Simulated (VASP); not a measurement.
# Ir (Fm-3m) in VASP: further runs

Ir is run at these levels: RPBE+D4, revPBE+D3(BJ), LDA, PBEsol; tasks: single point, relaxation of cell and atoms.

All numbers are computed with VASP 6.6.1; they aren't measurements. Logs are shortened: lines on timing, memory, paths and dates and some standing lists are left out, and cuts for length are marked.

### 1 The cell of the first run

The structure is cubic, space group Fm-3m (No. 225). Conventional cell: a = 3.821 Å, b = 3.821 Å, c = 3.821 Å, α = 90.00°, β = 90.00°, γ = 90.00°. Ir (site symmetry m-3m) has 12 Ir at 2.70 Å within 3.6 Å.

### 2 Single point, RPBE+D4

INCAR reads:

```
SYSTEM = Ir
  PREC = Accurate
  ENCUT = 520
  EDIFF = 1E-6
  ISMEAR = -1
  SIGMA = 0.05
  LREAL = .FALSE.
  LASPH = .TRUE.
  NELM = 60
  ALGO = Normal
  ISIF = 2
  LWAVE = .FALSE.
  LCHARG = .TRUE.
  GGA = RP
  IVDW = 13
  LELF = .TRUE.
  LVHAR = .TRUE.
  NBANDS = 10
```

KPOINTS reads:

```
regular mesh
0
G
  12 12 12
  0 0 0
```

POSCAR reads:

```
Ir
1.0
    0.0000000000      1.9103554167      1.9103554167
    1.9103554167      0.0000000000      1.9103554167
    1.9103554167      1.9103554167      0.0000000000
Ir
1
Direct
    0.0000000000      0.0000000000      0.0000000000
```

Potentials or basis: VASP PAW PBE potentials, release 64 (Ir).

Run with:

```bash
> cat potpaw_PBE.64/Ir/POTCAR > POTCAR
> mpirun -np 1 vasp_std > vasp.out
```

OUTCAR:

```text
SYSTEM = Ir
   PREC = Accurate
   ENCUT = 520
   EDIFF = 1E-6
   ISMEAR = -1
   LREAL = .FALSE.
   LASPH = .TRUE.
   NELM = 60
   ISIF = 2
   GGA = RP
   IVDW = 13

 ion  position               nearest neighbor table
   1  0.000  0.000  0.000-

  LATTYP: Found a face centered cubic cell.
 ALAT       =     3.8207108334

  Lattice vectors:

 A1 = (   0.0000000000,   1.9103554167,   1.9103554167)
 A2 = (   1.9103554167,   0.0000000000,   1.9103554167)
 A3 = (   1.9103554167,   1.9103554167,   0.0000000000)

Analysis of symmetry for initial positions (statically):
[... 5 lines left out ...]
 face centered cubic supercell.

 Subroutine GETGRP returns: Found 48 space group operations
 (whereof 48 operations were pure point group operations)
 out of a pool of 48 trial point group operations.

The static configuration has the point symmetry O_h .

Analysis of symmetry for dynamics (positions and initial velocities):
[... 5 lines left out ...]
 face centered cubic supercell.

 Subroutine GETGRP returns: Found 48 space group operations
 (whereof 48 operations were pure point group operations)
 out of a pool of 48 trial point group operations.

The dynamic configuration has the point symmetry O_h .

 Subroutine INISYM returns: Found 48 space group operations
 (whereof 48 operations are pure point group operations),
 and found     1 'primitive' translations

----------------------------------------------------------------------------------------

                                     Primitive cell

  volume of cell :      13.9435

  direct lattice vectors                    reciprocal lattice vectors
     0.000000000  1.910355417  1.910355417    -0.261731401  0.261731401  0.261731401
     1.910355417  0.000000000  1.910355417     0.261731401 -0.261731401  0.261731401
     1.910355417  1.910355417  0.000000000     0.261731401  0.261731401 -0.261731401

  length of vectors
     2.701650539  2.701650539  2.701650539     0.453332085  0.453332085  0.453332085

  position of ions in fractional coordinates (direct lattice)
     0.000000000  0.000000000  0.000000000

  ion indices of the primitive-cell ions
   primitive index   ion index
                 1           1

----------------------------------------------------------------------------------------

 KPOINTS: regular mesh

Automatic generation of k-mesh.
 Grid dimensions read from file:
 generate k-points for:   12   12   12

 Generating k-lattice:

  Cartesian coordinates                     Fractional coordinates (reciprocal lattice)
    -0.021810950  0.021810950  0.021810950     0.083333333  0.000000000  0.000000000
     0.021810950 -0.021810950  0.021810950     0.000000000  0.083333333  0.000000000
     0.021810950  0.021810950 -0.021810950     0.000000000  0.000000000  0.083333333

  Length of vectors
     0.037777674  0.037777674  0.037777674

  Shift w.r.t. Gamma in fractional coordinates (k-lattice)
     0.000000000  0.000000000  0.000000000

 Subroutine IBZKPT returns following result:
 ===========================================

 Found     72 irreducible k-points:

 Following reciprocal coordinates:
            Coordinates               Weight
  0.000000  0.000000  0.000000      1.000000
  0.083333  0.000000  0.000000      8.000000
  0.166667  0.000000  0.000000      8.000000
  0.250000  0.000000  0.000000      8.000000
  0.333333  0.000000  0.000000      8.000000
  0.416667  0.000000  0.000000      8.000000
[... 16 lines left out ...]
  0.500000  0.166667  0.000000     24.000000
 -0.416667  0.166667  0.000000     24.000000
 [... further k-points ...]
   k-points           NKPTS =     72   k-points in BZ     NKDIM =     72   number of bands    NBANDS=     10
   number of dos      NEDOS =    301   number of ions     NIONS =      1
   total plane-waves  NPLWV =   8000
   dimension x,y,z NGX =    20 NGY =   20 NGZ =   20
   dimension x,y,z NGXF=    40 NGYF=   40 NGZF=   40
   ions per type =               1
   NGX,Y,Z   is equivalent  to a cutoff of  12.31, 12.31, 12.31 a.u.
   NGXF,Y,Z  is equivalent  to a cutoff of  24.61, 24.61, 24.61 a.u.
 SYSTEM =  Ir
   PREC   = accura    normal or accurate (medium, high low for compatibility)
   ISTART =      0    job   : 0-new  1-cont  2-samecut
   ICHARG =      2    charge: 1-file 2-atom 10-const
   ISPIN  =      1    spin polarized calculation?
   LNONCOLLINEAR =      F non collinear calculations
   LSORBIT =      F    spin-orbit coupling
   LASPH  =      T    aspherical Exc in radial PAW
   ENCUT  =  520.0 eV  38.22 Ry    6.18 a.u.   5.02  5.02  5.02*2*pi/ulx,y,z
   NELM   =     60;   NELMIN=  2; NELMDL= -5     # of ELM steps
   EDIFF  = 0.1E-05   stopping-criterion for ELM
   LREAL  =      F    real-space projection
   EDIFFG = 0.1E-04   stopping-criterion for IOM
   NSW    =      0    number of steps for IOM
   IBRION =     -1    ionic relax: 0-MD 1-quasi-New 2-CG
   NFREE  =      0    steps in history (QN), initial steepest desc. (CG)
   ISIF   =      2    stress and relaxation
   ISYM   =      2    0-nonsym 1-usesym 2-fastsym
   POTIM  = 0.5000    time-step for ionic-motion
   TEBEG  =    0.0;   TEEND  =   0.0 temperature during run
   PSTRESS=    0.0 pullay stress
   NELECT =       9.0000    total number of electrons
   NUPDOWN=      -1.0000    fix difference up-down
   EMIN   =  10.00;   EMAX   =-10.00  energy-range for DOS
[... 5 lines left out ...]
     AMIX     =   0.40;   BMIX     =  1.00
     AMIX_MAG =   1.60;   BMIX_MAG =  1.00
  volume/ion in A,a.u.               =      13.94        94.10
  Fermi-wavevector in a.u.,A,eV,Ry     =   1.414810  2.673603 27.234615  2.001688
  Thomas-Fermi vector in A             =   2.536314
   LORBIT       =      0    0 simple, 1 ext, 2 COOP (PROOUT), +10 PAW based schemes
   GGA     = RP    functional components
   LHFCALC =     F    Hartree Fock is set to
   AEXX    =    0.0000 exact exchange contribution
   IVDW    =    13    specifies the selected vdW correction
   LEPSILON=     F    determine dielectric tensor
   LRPA    =     F    only Hartree local field effects (RPA)
 non-spin polarized calculation
  energy-cutoff  :      520.00
  volume of cell :       13.94
 maximum number of plane-waves:       388
   NGX =  9   NGY =  9   NGZ =  9

 number of electron       9.0000001 magnetization

 Free energy of the ion-electron system (eV)
  ---------------------------------------------------
  ext. energy  EPLUGINS =         0.00000000
  ---------------------------------------------------
  free energy    TOTEN  =        -8.16722809 eV

  energy without entropy =       -8.16258234  energy(sigma->0) =       -8.16490522

 E-fermi :  10.7658     XC(G=0): -14.0385

 val. band max:       10.7654558421   @ k =  -0.2500   0.0833   0.0000
 cond. band min:      10.9039133106   @ k =   0.3333   0.1667   0.0833
 fundamental gap:      0.1384574686
 Fermi energy:        10.7657674402

 k-point     1 :       0.0000    0.0000    0.0000
  band No.  band energies     occupation
      1      -0.5208      2.00000
      2       6.7661      2.00000
      3       6.7661      2.00000
      4       6.7661      2.00000
      5       9.5047      2.00000
      6       9.5047      2.00000
      7      25.0013      0.00000
      8      30.6894      0.00000
      9      30.6894      0.00000
     10      30.6894      0.00000

 k-point     2 :       0.0833    0.0000    0.0000
  band No.  band energies     occupation
      1      -0.2098      2.00000
      2       6.6030      2.00000
      3       6.8985      2.00000
      4       6.8985      2.00000
      5       9.4215      2.00000
      6       9.4215      2.00000
      7      25.5365      0.00000
      8      29.2371      0.00000
      9      31.2052      0.00000
     10      31.2052      0.00000

 k-point     3 :       0.1667    0.0000    0.0000
  band No.  band energies     occupation
      1       0.6420      2.00000
      2       6.2761      2.00000
      3       7.1668      2.00000
      4       7.1668      2.00000
      5       9.3426      2.00000
      6       9.3426      2.00000
      7      26.6245      0.00000
      8      27.1201      0.00000
      9      32.6472      0.00000
     10      32.6472      0.00000

 k-point     4 :       0.2500    0.0000    0.0000
  band No.  band energies     occupation
      1       1.7093      2.00000
      2       6.2498      2.00000
      3       7.2140      2.00000
      4       7.2140      2.00000
      5       9.6899      2.00000
      6       9.6899      2.00000
      7      24.5753      0.00000
      8      27.5644      0.00000
      9      34.6052      0.00000
     10      34.6055      0.00000

 k-point     5 :       0.3333    0.0000    0.0000
  band No.  band energies     occupation
      1       2.3724      2.00000
      2       6.9831      2.00000
      3       6.9831      2.00000
      4       7.1705      2.00000
      5      10.4978      1.99063
      6      10.4978      1.99063
      7      22.1321      0.00000
      8      26.2666      0.00000
      9      33.5293      0.00000
     10      33.5293      0.00000

 k-point     6 :       0.4167    0.0000    0.0000
  band No.  band energies     occupation
      1       2.5012      2.00000
      2       6.7445      2.00000
      3       6.7445      2.00000
      4       8.8961      2.00000
      5      11.3074      0.00004
      6      11.3074      0.00004
      7      19.5295      0.00000
      8      24.9779      0.00000
      9      31.4413      0.00000
     10      31.4413      0.00000

 k-point     7 :       0.5000    0.0000    0.0000
  band No.  band energies     occupation
      1       2.4920      2.00000
      2       6.6515      2.00000
      3       6.6515      2.00000
      4       9.9409      2.00000
      5      11.6500      0.00000
      6      11.6500      0.00000
      7      18.1715      0.00000
      8      24.5518      0.00000
      9      30.6545      0.00000
     10      30.6545      0.00000

 k-point     8 :       0.0833    0.0833    0.0000
  band No.  band energies     occupation
      1      -0.1050      2.00000
      2       6.4491      2.00000
      3       7.0030      2.00000
      4       7.0030      2.00000
      5       9.1395      2.00000
      6       9.6282      2.00000
      7      25.7266      0.00000
      8      29.6515      0.00000
      9      30.8530      0.00000
     10      30.8530      0.00000

 k-point     9 :       0.1667    0.0833    0.0000
  band No.  band energies     occupation
      1       0.5751      2.00000
      2       6.1017      2.00000
      3       7.2760      2.00000
      4       7.2985      2.00000
      5       8.8297      2.00000
      6       9.7309      2.00000
      7      26.8139      0.00000
      8      27.9198      0.00000
      9      31.3874      0.00000
     10      32.0237      0.00000
[... 118 lines left out ...]
 k-point    19 :       0.1667    0.1667    0.0000
  band No.  band energies     occupation
      1       1.0457      2.00000
      2       5.6677      2.00000
      3       7.7013      2.00000
      4       7.7013      2.00000
      5       8.2665      2.00000
      6       9.9766      2.00000
      7      27.6830      0.00000
      8      28.7516      0.00000
      9      30.7854      0.00000
     10      30.7854      0.00000

 k-point    20 :       0.2500    0.1667    0.0000
  band No.  band energies     occupation
      1       1.9302      2.00000
      2       5.2718      2.00000
      3       7.4480      2.00000
      4       8.0769      2.00000
      5       8.7129      2.00000
      6      10.2881      1.99986
      7      27.2539      0.00000
      8      28.9020      0.00000
      9      30.4920      0.00000
     10      31.1350      0.00000

 k-point    21 :       0.3333    0.1667    0.0000
  band No.  band energies     occupation
      1       2.8757      2.00000
      2       5.2358      2.00000
      3       6.8230      2.00000
      4       8.0922      2.00000
      5      10.0748      2.00000
      6      10.9132      0.09969
      7      24.6050      0.00000
      8      28.3260      0.00000
      9      29.9371      0.00000
     10      31.7229      0.00000

 k-point    22 :       0.4167    0.1667    0.0000
  band No.  band energies     occupation
      1       3.3023      2.00000
      2       5.8218      2.00000
      3       6.5367      2.00000
      4       7.8542      2.00000
      5      11.5653      0.00000
      6      11.9163      0.00000
      7      21.3518      0.00000
      8      26.9962      0.00000
      9      29.2261      0.00000
     10      31.3740      0.00000

 k-point    23 :       0.5000    0.1667    0.0000
  band No.  band energies     occupation
      1       3.3768      2.00000
      2       5.8471      2.00000
      3       7.3445      2.00000
      4       7.6086      2.00000
      5      11.7319      0.00000
      6      13.9678      0.00000
      7      18.4479      0.00000
      8      26.2505      0.00000
      9      29.2240      0.00000
     10      29.7586      0.00000

 k-point    24 :      -0.4167    0.1667    0.0000
  band No.  band energies     occupation
      1       3.4491      2.00000
      2       5.8726      2.00000
      3       7.4928      2.00000
      4       7.6875      2.00000
      5      11.1943      0.00038
      6      14.5713      0.00000
      7      18.1339      0.00000
      8      26.0868      0.00000
      9      28.4251      0.00000
     10      30.4760      0.00000

 [... further k-points ...]

------------------------ aborting loop because EDIFF is reached ----------------------------------------

  DFT-D4 for vdW energy calculation

  Edisp (eV):   -1.75363

  FORCE on cell =-STRESS in cart. coord.  units (eV):
  Direction    XX          YY          ZZ          XY          YZ          ZX
  --------------------------------------------------------------------------------------
  -------------------------------------------------------------------------------------
  Total       0.05429     0.05429     0.05429    -0.00000     0.00000     0.00000
  in kB       6.23874     6.23874     6.23874    -0.00000     0.00000     0.00000
  external pressure =        6.24 kB  Pullay stress =        0.00 kB

 VOLUME and BASIS-vectors are now :
 -----------------------------------------------------------------------------
  energy-cutoff  :      520.00
  volume of cell :       13.94
      direct lattice vectors                 reciprocal lattice vectors
     0.000000000  1.910355417  1.910355417    -0.261731401  0.261731401  0.261731401
     1.910355417  0.000000000  1.910355417     0.261731401 -0.261731401  0.261731401
     1.910355417  1.910355417  0.000000000     0.261731401  0.261731401 -0.261731401

 POSITION                                       TOTAL-FORCE (eV/Angst)
 -----------------------------------------------------------------------------------
      0.00000      0.00000      0.00000         0.000000      0.000000     -0.000000
 -----------------------------------------------------------------------------------
    total drift:                                0.000000     -0.000000     -0.000000

  FREE ENERGIE OF THE ION-ELECTRON SYSTEM (eV)
  ---------------------------------------------------
  free  energy   TOTEN  =        -9.9208608688 eV

  energy  without entropy=       -9.9162151130  energy(sigma->0) =       -9.91853799
```

It took 10 s on 1 thread of Intel Xeon 6975P-C, shared host; peak memory 0.14 GiB.

Results:

* Free energy: -9.9209 eV
* Pressure: 0.6 GPa
* Dispersion energy per atom: -1.754 eV

Caveat: the PAW data sets were made with another functional, which shifts forces and pressure a little; spin-orbit coupling is left out, which moves the levels of the heavy elements; pairwise dispersion overbinds metals, which lowers pressure and volume.

(Part 1 of 2 ends here.)
